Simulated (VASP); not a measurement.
The system is RbBr.

```
Rb Br
1.0
     4.12793    0.00000    0.00000
     0.00000    4.12793    0.00000
     0.00000    0.00000    4.09325
Rb Br
1 1
Direct
  0.00000 0.00000 0.00000
  0.50000 0.50000 0.50000
```

This cell differs from its parent crystal: uniaxial z strain -0.8%.

Program: VASP 6.6.1. Alike in all runs: task single point; potentials or basis VASP PAW PBE potentials, release 64 (Rb_sv, Br); no spin polarisation; cell as given.

Question: Order these runs on this cell by their band gap on the k mesh, lowest first.
A. level r2SCAN; k mesh 6 × 6 × 6; cutoff (eV) 550; smearing gaussian 0.01 eV
B. level HSE06; k mesh 4 × 4 × 4; cutoff (eV) 400; smearing gaussian 0.01 eV; grid for exact exchange (PRECFOCK) Normal; share of exact exchange 0.25; screening parameter 0.2079 1/Å
C. level PBE; k mesh 6 × 6 × 6; cutoff (eV) 500; smearing fermi-dirac 0.02 eV

Answer: C (4.08 eV), A (4.83 eV), B (5.26 eV).

A k mesh can miss the band edges.
